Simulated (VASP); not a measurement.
The system is In.

```xyz
8
Lattice="8.4941 0.0000 0.0000 -4.2470 7.3561 0.0000 0.0000 0.0000 3.8710" Properties=species:S:1:pos:R:3 pbc="T T T"
In    6.0733    1.3977    1.9355
In    4.2470    4.5608    1.9355
In    2.4208    1.3977    1.9355
In   -1.8262    5.9584    1.9355
In    0.0000    2.7953    1.9355
In    1.8262    5.9584    1.9355
In    0.0000    4.9041    0.0000
In    4.2470    2.4520    0.0000
```

The cell was generated, and may not be a known phase.

```yaml
Program: VASP 6.6.1
Task: relaxation of cell and atoms
Functional: PBE
Potentials_or_basis: VASP PAW PBE potentials, release 64 (In_d)
Cutoff: 600 eV
k_mesh: 3 × 3 × 4
Occupations: gaussian, width 0.1 eV
Spin: no spin polarisation
```

At the start: pressure 5.4 GPa; volume 30.23 Å³/atom.

Question: Where does the relaxation end?

Answer: Over 15 steps the energy falls by 80.8 meV/atom and the volume is 34.28 Å³/atom (+13.4 %); space group P6/mmm (No. 191, to 0.1 Å) before and after.

The path:
```tsv
step	energy change (eV)	largest force (eV/Å)	pressure (GPa)	volume (Å³)
1	0.0000	0.1742	5.44	241.87
2	-0.5813	0.0070	-0.17	279.52
3	-0.5814	0.0025	-0.14	279.10
4	-0.5951	0.0326	-0.12	278.37
5	-0.6062	0.0724	-0.05	277.46
6	-0.6186	0.1441	0.14	275.53
7	-0.5822	0.2945	0.65	271.19
8	-0.6197	0.1611	0.18	275.06
9	-0.6331	0.1124	-0.18	277.17
10	-0.6353	0.0932	-0.25	277.97
11	-0.6345	0.0563	-0.46	279.55
12	-0.6358	0.0838	-0.29	278.50
13	-0.6455	0.0406	-0.06	274.78
14	-0.6465	0.0282	0.28	273.50
15	-0.6461	0.0382	0.02	274.24
```

Final structure:
```cif
data_structure
_symmetry_space_group_name_H-M 'P 1'
_symmetry_Int_Tables_number 1
_cell_length_a 9.2300
_cell_length_b 9.2300
_cell_length_c 3.7170
_cell_angle_alpha 90.000
_cell_angle_beta 90.000
_cell_angle_gamma 120.000
_cell_volume 274.24
loop_
_atom_site_label
_atom_site_type_symbol
_atom_site_fract_x
_atom_site_fract_y
_atom_site_fract_z
_atom_site_occupancy
In1 In 0.81338 0.18662 0.50000 1
In2 In 0.81338 0.62676 0.50000 1
In3 In 0.37324 0.18662 0.50000 1
In4 In 0.18662 0.81338 0.50000 1
In5 In 0.18662 0.37324 0.50000 1
In6 In 0.62676 0.81338 0.50000 1
In7 In 0.33333 0.66667 0.00000 1
In8 In 0.66667 0.33333 0.00000 1
```

Caveat: the k points lie up to 0.42 Å⁻¹ apart in the final cell, too coarse for converged energies and pressures of a metal.
